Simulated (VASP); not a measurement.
A run of VASP 6.6.1:

Contents of INCAR:

```
SYSTEM = Co
PREC = Accurate
ENCUT = 520
EDIFF = 1E-6
ISMEAR = -1
SIGMA = 0.05
LREAL = .FALSE.
LASPH = .TRUE.
NELM = 80
ALGO = Normal
ISIF = 2
LWAVE = .FALSE.
LCHARG = .FALSE.
GGA = PE
NBANDS = 16
```

The input KPOINTS:

```
Automatic mesh
0
G
  19 19 10
  0 0 0
```

File POSCAR:

```
Co
1.0
    2.5190008694      0.0000000000      0.0000000000
   -1.2595004347      2.1815187451      0.0000000000
    0.0000000000      0.0000000000      4.0910000000
Co
2
Direct
    0.3333333333      0.6666666667      0.2500000000
    0.6666666667      0.3333333333      0.7500000000
```

Potentials or basis: VASP PAW PBE potentials, release 64 (Co).

Run with:

```sh
$ cat potpaw_PBE.64/Co/POTCAR > POTCAR
$ mpirun -np 1 vasp_std > vasp.out
```

Hardware: 1 thread of Intel(R) Xeon(R) 6975P-C (Granite Rapids) (shared host).

**Question.** Estimate the wall time of this run.

**Answer.** Run time: 36 s on 1 thread of Intel(R) Xeon(R) 6975P-C (Granite Rapids) (shared host), peak memory 0.19 GiB. Counts: scf iterations 13, k points 240.
